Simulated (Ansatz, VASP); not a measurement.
## MoW3: VASP beside Ansatz

```
Mo W
1.0
     0.00000    3.17804    3.17804
     3.17804    0.00000    3.17804
     3.17804    3.17804    0.00000
Mo W
1 3
Direct
  0.00000 0.00000 0.00000
  0.75000 0.75000 0.75000
  0.50000 0.50000 0.50000
  0.25000 0.25000 0.25000
```

Change from the starting cell: species swapped into the Rb3Bi type (Fm-3m, No. 225).

Alike in both runs: functional PBE; k mesh 12 × 12 × 12; occupations gaussian, width 0.1 eV; no spin polarisation.

Ansatz relaxed the structure, and its values are those at the end. VASP's run is a single point on that final structure, the one shown.

```csv
,VASP,Ansatz
version,VASP 6.6.1,Ansatz 0.2.0
potentials or method,"VASP PAW PBE potentials, release 64 (Mo_sv, W_sv), cutoff 520 eV","scalar-relativistic, plane waves, PAW"
valence electrons in the cell,56,56
```

|  | VASP | Ansatz | Ansatz less VASP |
| --- | --- | --- | --- |
| gap on the k mesh at the Fermi level (eV) | none | none | - |
| pressure (GPa) | 0.5 | 0.0 | -0.52 |

A gap of «none» marks a metal or a gap that the smearing closes.

Spin-orbit coupling is off throughout.
